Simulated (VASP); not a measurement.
# GaAs (P6/mmm) in VASP: further runs, part 2 of 2

VASP 6.6.1.

## (3) Single point, PBE

This run uses another cell than the first one, of 22.07 Å³/atom.

File INCAR:

```
PREC     = Accurate       # precision mode
ENCUT    = 520            # plane-wave cutoff, eV
EDIFF    = 1E-6           # SCF threshold, eV
ISMEAR   = 0              # smearing method
SIGMA    = 0.1            # smearing width, eV
LREAL    = F              # projectors in reciprocal space
LASPH    = T              # aspherical terms in the spheres
NELM     = 100            # most SCF steps
ALGO     = Normal         # electronic algorithm
ISIF     = 2              # what is computed and relaxed
LWAVE    = F              # write WAVECAR
LCHARG   = F              # write CHGCAR
GGA      = PE             # functional
NBANDS   = 16             # bands
```

File KPOINTS:

```
regular mesh
0
Gamma
  6 6 4
```

File POSCAR:

```
GaAs
1.0
    3.2643418100      0.0000000000      0.0000000000
   -1.6321709000      2.8270029300      0.0000000000
    0.0000000000      0.0000000000      4.7837020000
Ga As
1 1
Direct
    0.0000000000      0.0000000000      0.5000000000
    0.0000000000      0.0000000000      0.0000000000
```

Potentials or basis: VASP PAW PBE potentials, release 64 (Ga_d, As).

On the command line:

```bash
> cat potpaw_PBE.64/Ga_d/POTCAR potpaw_PBE.64/As/POTCAR > POTCAR
> mpirun -np 1 vasp_std > vasp.out
```

OUTCAR:

```text
PREC = Accurate
   ENCUT = 520
   EDIFF = 1E-6
   ISMEAR = 0
   LREAL = F
   LASPH = T
   NELM = 100
   ISIF = 2
   GGA = PE

 ion  position               nearest neighbor table
   1  0.000  0.000  0.500-   2 2.39   2 2.39
   2  0.000  0.000  0.000-   1 2.39   1 2.39

  LATTYP: Found a hexagonal cell.
 ALAT       =     3.2643418100
 C/A-ratio  =     1.4654415127

  Lattice vectors:

 A1 = (   3.2643418100,   0.0000000000,   0.0000000000)
 A2 = (  -1.6321709000,   2.8270029300,   0.0000000000)
 A3 = (   0.0000000000,   0.0000000000,   4.7837020000)

Analysis of symmetry for initial positions (statically):
=====================================================================
 Subroutine PRICEL returns:
 Original cell was already a primitive cell.

 Routine SETGRP: Setting up the symmetry group for a
 hexagonal supercell.

 Subroutine GETGRP returns: Found 24 space group operations
 (whereof 24 operations were pure point group operations)
 out of a pool of 24 trial point group operations.

The static configuration has the point symmetry D_6h.

Analysis of symmetry for dynamics (positions and initial velocities):
=====================================================================
 Subroutine PRICEL returns:
 Original cell was already a primitive cell.

 Routine SETGRP: Setting up the symmetry group for a
 hexagonal supercell.

 Subroutine GETGRP returns: Found 24 space group operations
 (whereof 24 operations were pure point group operations)
 out of a pool of 24 trial point group operations.

The dynamic configuration has the point symmetry D_6h.

 Subroutine INISYM returns: Found 24 space group operations
 (whereof 24 operations are pure point group operations),
 and found     1 'primitive' translations
[... 103 lines left out ...]
   NUPDOWN=      -1.0000    fix difference up-down
   EMIN   =  10.00;   EMAX   =-10.00  energy-range for DOS
   EFERMI =   0.00;   METHOD = LEGACY
   ISMEAR =     0;   SIGMA  =   0.10  broadening in eV -4-tet -1-fermi 0-gaus
   EFERMI_NEDOS =   21; number of points for ismear=-14 and -15
   IALGO  =     38    algorithm
   IMIX   =      4    mixing-type and parameters
     AMIX     =   0.40;   BMIX     =  1.00
     AMIX_MAG =   1.60;   BMIX_MAG =  1.00
  volume/ion in A,a.u.               =      22.07       148.95
  Fermi-wavevector in a.u.,A,eV,Ry     =   1.213958  2.294048 20.050825  1.473694
  Thomas-Fermi vector in A             =   2.349393
   LORBIT       =      0    0 simple, 1 ext, 2 COOP (PROOUT), +10 PAW based schemes
   GGA     = PE    functional components
   LHFCALC =     F    Hartree Fock is set to
   AEXX    =    0.0000 exact exchange contribution
   IVDW    =     0    specifies the selected vdW correction
   LEPSILON=     F    determine dielectric tensor
   LRPA    =     F    only Hartree local field effects (RPA)
 non-spin polarized calculation
 Gauss-broadening in eV      SIGMA  =   0.10
  energy-cutoff  :      520.00
  volume of cell :       44.15
 maximum number of plane-waves:      1218
   NGX = 13   NGY = 13   NGZ = 17

 number of electron      18.0000002 magnetization

 Free energy of the ion-electron system (eV)
  ---------------------------------------------------
  ext. energy  EPLUGINS =         0.00000000
  ---------------------------------------------------
  free energy    TOTEN  =        -6.62040189 eV

  energy without entropy =       -6.61162014  energy(sigma->0) =       -6.61601102

 E-fermi :   4.2393     XC(G=0): -10.0676

 val. band max:        4.2023961408   @ k =   0.3333   0.1667   0.2500
 cond. band min:       4.3629420422   @ k =   0.3333   0.0000   0.5000
 fundamental gap:      0.1605459014
 Fermi energy:         4.2393024392

 k-point     1 :       0.0000    0.0000    0.0000
  band No.  band energies     occupation
      1     -10.8358      2.00000
      2     -10.5373      2.00000
      3     -10.5373      2.00000
      4     -10.4862      2.00000
      5     -10.4862      2.00000
      6      -8.3571      2.00000
[... 376 lines left out ...]
      3     -10.5375      2.00000
      4     -10.4966      2.00000
      5     -10.4966      2.00000
      6      -5.5794      2.00000
[... 8 lines left out ...]
     15      16.4392      0.00000
     16      16.6093      0.00000

------------------------ aborting loop because EDIFF is reached ----------------------------------------

  FORCE on cell =-STRESS in cart. coord.  units (eV):
  Direction    XX          YY          ZZ          XY          YZ          ZX
  --------------------------------------------------------------------------------------
  -------------------------------------------------------------------------------------
  Total       -3.2863058     -3.2863058      6.8873828     -0.0000000      0.0000000      0.0000000
  in kB     -119.2703651   -119.2703647    249.9647690     -0.0000002      0.0000000      0.0000000
  external PRESSURE =       3.8080131 kB  Pullay stress =       0.0000000 kB

 VOLUME and BASIS-vectors are now :
 -----------------------------------------------------------------------------
  energy-cutoff  :      520.00
  volume of cell :       44.15
      direct lattice vectors                 reciprocal lattice vectors
     3.264341810  0.000000000  0.000000000     0.306340469  0.176865752  0.000000000
    -1.632170900  2.827002930  0.000000000     0.000000000  0.353731505  0.000000000
     0.000000000  0.000000000  4.783702000     0.000000000  0.000000000  0.209043122

 POSITION                                       TOTAL-FORCE (eV/Angst)
 -----------------------------------------------------------------------------------
      0.00000      0.00000      2.39185         0.000000      0.000000      0.000000
      0.00000      0.00000      0.00000         0.000000      0.000000      0.000000
 -----------------------------------------------------------------------------------
    total drift:                                0.000000     -0.000000      0.000000

  FREE ENERGIE OF THE ION-ELECTRON SYSTEM (eV)
  ---------------------------------------------------
  free  energy   TOTEN  =        -6.6204018943 eV

  energy  without entropy=       -6.6116201378  energy(sigma->0) =       -6.61601102
```

It took 6 s on 1 thread of Intel Xeon Platinum 8488C (Sapphire Rapids), shared host; peak memory 0.15 GiB.

What came out:

* Free energy: -6.6204 eV
* Pressure: 0.4 GPa
* Band gap on the k mesh: zero (bands 9 and 10 overlap by 4.45 eV)

Stress tensor (GPa, compression positive):
```
-11.93   0.00   0.00
  0.00 -11.93   0.00
  0.00   0.00  25.00
```

Caveat: the k points lie up to 0.37 Å⁻¹ apart, too coarse for converged energies and pressures of a metal.

## (4) Relaxation of cell and atoms, PBE

This run uses another cell than the first one, of 22.07 Å³/atom.

File INCAR:

```
PREC = Accurate
ENCUT = 600
EDIFF = 1E-7
ISMEAR = 0
SIGMA = 0.1
LREAL = F
LASPH = T
NELM = 60
ALGO = Normal
ISIF = 3
LWAVE = F
LCHARG = F
GGA = PE
IBRION = 2
NSW = 90
EDIFFG = -0.04
```

File KPOINTS:

```
Automatic mesh
0
Gamma
  6 6 4
```

POSCAR is that of step 3.

On the command line:

```bash
> cat potpaw_PBE.64/Ga_d/POTCAR potpaw_PBE.64/As/POTCAR > POTCAR
> mpirun -np 1 vasp_std > vasp.out
```

It took 54 s on 1 thread of Intel Xeon Platinum 8488C (Sapphire Rapids), shared host; peak memory 0.18 GiB.

The run converged. Its results:

```
Free energy                           : -7.2453 eV
Relaxed volume                        : 19.41 Å³/atom
Relaxed cell                          : a = 2.956 Å, b = 2.956 Å, c = 5.132 Å, α = 90.00°, β = 90.00°, γ = 120.00°
Space group after relaxing (to 0.1 Å) : P6/mmm (No. 191)
Energy gained by relaxing             : 312.5 meV/atom
Ionic steps                           : 8
Pressure after relaxing               : 0.0 GPa
Band gap on the k mesh                : zero (bands 9 and 10 overlap by 6.46 eV)
```

Stress tensor (GPa, compression positive):
```
 0.11  0.00  0.00
 0.00  0.11  0.00
 0.00  0.00 -0.20
```

The path:
```
step  energy change (eV)  largest force (eV/Å)  pressure (GPa)  volume (Å³)
   1              0.0000                0.0000            0.37        44.15
   2             -0.4786                0.0000           -5.66        43.63
   3             -0.5097                0.0000           -6.34        43.94
   4             -0.5103                0.0000           -6.33        43.97
   5             -0.6089                0.0000           -0.42        39.01
   6             -0.6100                0.0000           -1.09        39.41
   7             -0.6234                0.0000            0.50        38.63
   8             -0.6251                0.0000            0.00        38.82
```

Final structure:
```xyz
2
Lattice="2.9555 0.0000 0.0000 -1.4778 2.5596 0.0000 0.0000 0.0000 5.1318" Properties=species:S:1:pos:R:3 pbc="T T T"
Ga    0.0000    0.0000    2.5659
As    0.0000    0.0000    0.0000
```

Levels at points of the mesh, in eV from the Fermi level:
```
           k point  band 5  band 6  band 7  band 8  band 9  band 10  band 11  band 12  band 13
(0.00, 0.00, 0.00)  -14.76  -13.47   -7.27   -5.59    5.53     5.53     8.74    10.88    12.34
(0.50, 0.00, 0.00)  -14.69   -9.68   -5.56   -2.33   -2.13    -0.93     2.45     4.01     7.37
(0.00, 0.00, 0.50)  -14.76  -13.22   -9.69    0.17    1.31     5.76     5.76    11.06    11.06
(0.50, 0.00, 0.50)  -14.69   -9.56   -5.03   -4.98   -2.60     2.77     3.85     5.38     6.89
```

Caveat: the k points lie up to 0.41 Å⁻¹ apart in the final cell, too coarse for converged energies and pressures of a metal.

## (5) Single point, PBE

This run uses another cell than the first one, of 19.18 Å³/atom.

File INCAR:

```
SYSTEM = GaAs
PREC = Accurate
ENCUT = 520
EDIFF = 1E-6
ISMEAR = 0
SIGMA = 0.1
LREAL = .FALSE.
LASPH = .TRUE.
NELM = 80
ALGO = Normal
ISIF = 2
LWAVE = .FALSE.
LCHARG = .FALSE.
GGA = PE
NBANDS = 16
```

File KPOINTS:

```
Automatic mesh
0
G
  24 24 12
  0 0 0
```

File POSCAR:

```
GaAs
1.0
    2.8597440953      0.0000000000      0.0000000000
   -1.4298720477      2.4766110349      0.0000000000
    0.0000000000      0.0000000000      5.4173190165
Ga As
1 1
Direct
    0.0000000000      0.0000000000      0.5000000000
    0.0000000000      0.0000000000      0.0000000000
```

On the command line:

```bash
> cat potpaw_PBE.64/Ga_d/POTCAR potpaw_PBE.64/As/POTCAR > POTCAR
> mpirun -np 1 vasp_std > vasp.out
```

Run time: 71 s. Hardware: 1 thread of Intel Xeon Platinum 8488C (Sapphire Rapids), shared host; peak memory 0.38 GiB.

Results (log left out):

```yaml
Free_energy: -7.3998 eV
Pressure: 0.2 GPa
Band_gap_on_the_k_mesh: zero (bands 9 and 10 overlap by 8.13 eV)
```

Levels at points of the mesh, in eV from the Fermi level:
```csv
k point,band 5,band 6,band 7,band 8,band 9,band 10,band 11,band 12,band 13,band 14
"(0.00, 0.00, 0.00)",-14.63,-13.91,-8.10,-5.75,6.45,6.45,6.57,10.24,13.42,13.42
"(0.50, 0.00, 0.00)",-14.53,-9.52,-5.91,-2.26,-1.89,-1.57,2.94,3.79,7.88,8.66
"(0.00, 0.00, 0.50)",-14.63,-13.77,-9.80,-1.13,0.19,6.57,6.57,12.55,12.55,13.07
"(0.50, 0.00, 0.50)",-14.53,-9.45,-5.57,-4.44,-2.68,3.07,3.11,4.85,7.67,7.79
```

## (6) Relaxation of cell and atoms, PBE

File INCAR:

```
SYSTEM = GaAs
ALGO     = Normal         ! electronic algorithm
EDIFF    = 1E-7           ! SCF threshold, eV
EDIFFG   = -0.01          ! ionic threshold
ENCUT    = 600            ! plane-wave cutoff, eV
GGA      = PE             ! functional
IBRION   = 2              ! ionic algorithm
ISIF     = 3              ! what is computed and relaxed
ISMEAR   = 0              ! smearing method
LASPH    = .True.         ! aspherical terms in the spheres
LCHARG   = .False.        ! write CHGCAR
LREAL    = .False.        ! projectors in reciprocal space
LWAVE    = .False.        ! write WAVECAR
NELM     = 80             ! most SCF steps
NSW      = 100            ! ionic steps
PREC     = Accurate       ! precision mode
SIGMA    = 0.1            ! smearing width, eV
```

File KPOINTS:

```
k-points
0
Gamma
  24 24 12
  0 0 0
```

File POSCAR:

```
GaAs
1.0
    2.9556267730      0.0000000000      0.0000000000
   -1.4778133865      2.5596478695      0.0000000000
    0.0000000000      0.0000000000      5.1241073968
Ga As
1 1
Direct
    0.0000000000      0.0000000000      0.5000000000
    0.0000000000      0.0000000000      0.0000000000
```

Potentials or basis: VASP PAW PBE potentials, release 64 (Ga_d, As).

On the command line:

```bash
> cat potpaw_PBE.64/Ga_d/POTCAR potpaw_PBE.64/As/POTCAR > POTCAR
> mpirun -np 1 vasp_std > vasp.out
```

Wall time 5.4 min (1 thread of Intel Xeon Platinum 8488C (Sapphire Rapids), shared host); peak memory 0.42 GiB.

The run converged. Its results:

```yaml
Free_energy: -7.3998 eV
Relaxed_volume: 19.22 Å³/atom
Relaxed_cell: a = 2.861 Å, b = 2.861 Å, c = 5.424 Å, α = 90.00°, β = 90.00°, γ = 120.00°
Space_group_after_relaxing_to_0.1_Å: P6/mmm (No. 191)
Energy_gained_by_relaxing: 51.0 meV/atom
Ionic_steps: 6
Pressure_after_relaxing: 0.0 GPa
Band_gap_on_the_k_mesh: zero (bands 9 and 10 overlap by 8.11 eV)
```

Step by step:
| step | energy change (eV) | largest force (eV/Å) | pressure (GPa) | volume (Å³) |
| --- | --- | --- | --- | --- |
| 1 | 0.0000 | 0.0000 | 0.30 | 38.77 |
| 2 | -0.0989 | 0.0000 | -0.81 | 38.89 |
| 3 | -0.1008 | 0.0000 | -0.76 | 38.90 |
| 4 | -0.1008 | 0.0000 | -0.77 | 38.90 |
| 5 | -0.1019 | 0.0000 | 0.15 | 38.36 |
| 6 | -0.1020 | 0.0000 | 0.00 | 38.44 |

Final structure:
```
Ga As
1.0
     2.86075    0.00000    0.00000
    -1.43037    2.47748    0.00000
     0.00000    0.00000    5.42388
Ga As
1 1
Direct
  0.00000 0.00000 0.50000
  0.00000 0.00000 0.00000
```

Levels at points of the mesh, in eV from the Fermi level:
```
           k point  band 6  band 7  band 8  band 9  band 10  band 11  band 12  band 13
(0.00, 0.00, 0.00)  -13.89   -8.10   -5.73    6.44     6.44     6.54    10.22    13.41
(0.50, 0.00, 0.00)   -9.51   -5.90   -2.27   -1.88    -1.57     2.94     3.79     7.88
(0.00, 0.00, 0.50)  -13.76   -9.78   -1.14    0.18     6.56     6.56    12.54    12.54
(0.50, 0.00, 0.50)   -9.45   -5.56   -4.43   -2.67     3.05     3.11     4.84     7.78
```

## (7) The runs side by side

```csv
task,cell,k mesh,cutoff (eV),gap on the mesh (eV),pressure (GPa),relaxed volume (Å³/atom)
single point,"a = 2.956, b = 2.956, c = 5.124 Å, angles 90.0, 90.0, 120.0°, 2 atoms",6 × 6 × 4,520,none,0.1,-
single point,"a = 3.264, b = 3.264, c = 4.784 Å, angles 90.0, 90.0, 120.0°, 2 atoms",6 × 6 × 4,520,none,0.4,-
relaxation of cell and atoms,"relaxed from a = 3.264, b = 3.264, c = 4.784 Å, angles 90.0, 90.0, 120.0°, 2 atoms",6 × 6 × 4,600,none,0.0,19.41
single point,"a = 2.860, b = 2.860, c = 5.417 Å, angles 90.0, 90.0, 120.0°, 2 atoms",24 × 24 × 12,520,none,0.2,-
relaxation of cell and atoms,"relaxed from a = 2.956, b = 2.956, c = 5.124 Å, angles 90.0, 90.0, 120.0°, 2 atoms",24 × 24 × 12,600,none,0.0,19.22
```

Alike in all rows: level PBE; potentials or basis VASP PAW PBE potentials, release 64 (Ga_d, As); no spin polarisation; smearing gaussian 0.1 eV.

Caveats: some runs use coarse meshes.

Absolute energies hang on the potentials; compare differences alone.

The gap in the log of VASP goes by the Fermi energy; the results here count the filled bands.